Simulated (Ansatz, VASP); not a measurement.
**One calculation of ZrS2, two programs**

INCAR

```
SYSTEM = ZrS2
PREC     = Accurate       ! precision mode
ENCUT    = 500            ! plane-wave cutoff, eV
EDIFF    = 1E-6           ! SCF threshold, eV
ISMEAR   = -1             ! smearing method
SIGMA    = 0.02           ! smearing width, eV
LREAL    = .False.        ! projectors in reciprocal space
LASPH    = .True.         ! aspherical terms in the spheres
NELM     = 120            ! most SCF steps
ALGO     = Normal         ! electronic algorithm
ISIF     = 2              ! what is computed and relaxed
LWAVE    = .False.        ! write WAVECAR
LCHARG   = .False.        ! write CHGCAR
GGA      = PE             ! functional
NBANDS   = 19             ! bands
GGA_COMPAT= .False.
```

File KPOINTS:

```
Automatic mesh
0
Gamma
  12 12 4
  0 0 0
```

POSCAR

```
ZrS2
1.0
    3.7478870667      0.0000000000      0.0000000000
   -1.8739435333      3.2457654103      0.0000000000
    0.0000000000      0.0000000000      5.7982877114
Zr S
1 2
Direct
    0.0000000000      0.0000000000      0.0000000000
    0.3333333333      0.6666666667      0.2427972949
    0.6666666667      0.3333333333      0.7572027051
```

Input for Ansatz:

```yaml
crystal:
  lattice:
    - [3.7478870667, 0.0, 0.0]
    - [-1.8739435333, 3.2457654103, 0.0]
    - [0.0, 0.0, 5.7982877114]
  atoms:
    - { symbol: Zr, position: [0.0, 0.0, 0.0] }
    - { symbol: S, position: [0.3333333333, 0.6666666667, 0.2427972949] }
    - { symbol: S, position: [0.6666666667, 0.3333333333, 0.7572027051] }
kpoints:
  mp_grid: { grid: [12, 12, 4] }
  band_path:
    path:
      - [0.0, 0.0, 0.0]
      - [0.5, 0.0, 0.0]
      - [0.3333333333, 0.3333333333, 0.0]
      - [0.0, 0.0, 0.5]
      - [0.5, 0.0, 0.5]
      - [0.3333333333, 0.3333333333, 0.5]
      - [-0.067708, 0.03125, 0.0]
      - [0.0, 0.5, 0.5]
    npoints: 1
hamiltonian:
  xc: pbe
scf:
  occupations: { method: fermi_dirac, width: 0.02 }
  n_extra_bands: 4
output:
  forces: true
  stress: true
  eigenvalues: true
```

Change from the starting cell: epitaxial_xy strain +2.0%.

Alike in both runs: task single point; functional PBE; k mesh 12 × 12 × 4; occupations fermi-dirac, width 0.02 eV; no spin polarisation.

|  | VASP | Ansatz |
| --- | --- | --- |
| version | VASP 6.6.1 | Ansatz 0.2.0 |
| potentials or method | VASP PAW PBE potentials, release 64 (Zr_sv, S) | plane waves, PAW |
| plane-wave cutoff (eV) | 500 | 420 |
| valence electrons in the cell | 24 | 24 |

```tsv
	VASP	Ansatz	Ansatz less VASP
gap on the k mesh at the Fermi level (eV)	0.97	0.97	-0.002
pressure (GPa)	-0.7	-0.7	+0.04
traceless stress, the component that is largest in VASP (GPa)	2.56	2.54	-0.029
rms of the force components (eV/Å)	0.013	0.010	-0.0034
```

Atom by atom the forces differ by 0.003 eV/Å (rms over components). With one functional, cell and mesh, what is left measures potentials, basis and numerics.
